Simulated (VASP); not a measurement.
Li2O:

```
Li O
1.0
     0.00000    2.30500    2.30500
     2.30500    0.00000    2.30500
     2.30500    2.30500    0.00000
Li O
2 1
Cartesian
  1.1525 1.1525 1.1525
  3.4575 3.4575 3.4575
  0.0000 0.0000 0.0000
```

```yaml
Program: VASP 6.6.1
Task: relaxation of volume and atoms at fixed shape
Functional: LDA
Potentials_or_basis: VASP PAW LDA potentials, release 64 (Li_sv, O)
Cutoff: 750 eV
k_mesh: 7 × 7 × 7
Occupations: gaussian, width 0.01 eV
Spin: no spin polarisation
```

At the start: pressure -6.5 GPa; volume 8.16 Å³/atom.

Problem. How do energy, volume and symmetry change on relaxing?

Solution. Over 3 steps the energy falls by 13.5 meV/atom and the volume is 7.56 Å³/atom (-7.4 %); space group Fm-3m (No. 225, to 0.1 Å) before and after.

The path:
```csv
step,energy change (eV),largest force (eV/Å),pressure (GPa),volume (Å³)
1,0.0000,0.0000,-6.55,24.49
2,-0.0343,0.0000,-2.75,23.33
3,-0.0404,0.0000,-0.17,22.68
```

Final structure:
```xyz
3
Lattice="0.0000 2.2466 2.2466 2.2466 0.0000 2.2466 2.2466 2.2466 0.0000" Properties=species:S:1:pos:R:3 pbc="T T T"
Li    1.1233    1.1233    1.1233
Li    3.3699    3.3699    3.3699
O     0.0000    0.0000    0.0000
```
